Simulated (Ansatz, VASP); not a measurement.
AlGa3N4: VASP beside Ansatz

```xyz
8
Lattice="4.4676 0.0000 0.0000 0.0000 4.4676 0.0000 0.0000 0.0000 4.4676" Properties=species:S:1:pos:R:3 pbc="T T T"
Al    0.0000    0.0000    0.0248
Ga    1.9868    2.2338    0.0159
Ga    2.4808    0.0000    2.2412
Ga    0.0000    2.2338    2.2412
N     3.3499    3.2737    0.9680
N     3.3965    1.1473    3.3994
N     1.0711    3.4728    3.2469
N     1.1176    1.0414    1.1204
```

Change from the starting cell: mode 4 frozen in at -0.247 Å and mode 15 at -0.060 Å (largest displacements).

Alike in both runs: task single point; functional PBEsol; k mesh 6 × 6 × 6; occupations gaussian, width 0.05 eV; no spin polarisation.

```csv
,VASP,Ansatz
version,VASP 6.6.1,Ansatz 0.2.0
potentials or method,"VASP PAW PBE potentials, release 64 (Al, Ga_d, N), cutoff 520 eV","scalar-relativistic, plane waves, PAW"
valence electrons in the cell,62,62
```

|  | VASP | Ansatz | Ansatz less VASP |
| --- | --- | --- | --- |
| gap on the k mesh at the Fermi level (eV) | 2.03 | 2.02 | -0.012 |
| least direct gap on the mesh (eV) | 2.03 | 2.02 | -0.012 |
| pressure (GPa) | -0.1 | 0.1 | +0.17 |
| traceless stress, the component that is largest in VASP (GPa) | 3.33 | 3.39 | +0.065 |
| rms of the force components (eV/Å) | 0.829 | 0.832 | +0.0033 |

VASP's potentials were made for PBE, not for PBEsol, and Ansatz warns of the same on its side. Atom by atom the forces differ by 0.010 eV/Å (rms over components).
